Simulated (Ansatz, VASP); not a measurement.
**Hf: VASP beside Ansatz**

File INCAR:

```
  PREC = Accurate
  ENCUT = 520
  EDIFF = 1E-8
  ISMEAR = -1
  SIGMA = 0.08
  LREAL = False
  LASPH = True
  NELM = 100
  ALGO = Normal
  ISIF = 2
  LWAVE = False
  LCHARG = False
  GGA = PS
  LEFG = True
  NBANDS = 11
```

Contents of KPOINTS:

```
Automatic mesh
0
Gamma
  16 16 16
```

The input POSCAR:

```
Hf
1.0
   -1.7689000000      1.8050000000      1.8050000000
    1.8050000000     -1.7689000000      1.8050000000
    1.8050000000      1.8050000000     -1.7689000000
Hf
1
Direct
    0.0000000000      0.0000000000      0.0000000000
```

Input for Ansatz:

```yaml
crystal:
  lattice:
    - [-1.7689, 1.805, 1.805]
    - [1.805, -1.7689, 1.805]
    - [1.805, 1.805, -1.7689]
  atoms:
    - { symbol: Hf, position: [0.0, 0.0, 0.0] }
kpoints:
  mp_grid: { grid: [16, 16, 16] }
scf:
  occupations: { method: fermi_dirac, width: 0.08 }
hamiltonian:
  xc: pbesol
  pseudopotentials: { kind: all_electron, datasets: crystal }
output:
  forces: true
  stress: true
  eigenvalues: true
  efg: { contact_densities: true }
```

Change from the starting cell: equal xy, yz and zx shear strains of +2 %, crystal datasets.

Alike in both runs: task electric field gradients; functional PBEsol; k mesh 16 × 16 × 16; occupations fermi-dirac, width 0.08 eV; no spin polarisation.

|  | VASP | Ansatz |
| --- | --- | --- |
| version | VASP 6.6.1 | Ansatz 0.2.0 |
| potentials or method | VASP PAW PBE potentials, release 64 (Hf_pv), cutoff 520 eV | all-electron PAW with datasets made for the crystal, scalar-relativistic |

|  | VASP | Ansatz | Ansatz less VASP |
| --- | --- | --- | --- |
| pressure (GPa) | -9.2 | -8.8 | +0.32 |
| traceless stress, the component that is largest in VASP (GPa) | -0.90 | -0.91 | -0.008 |
| size of Vzz on the site where it differs most (V/Å²) | 39.4 | 40.1 | +0.74 |

VASP's potentials were made for PBE, not for PBEsol. Ansatz ran all-electron here, and VASP with PAW potentials.

Spin-orbit coupling is off throughout.
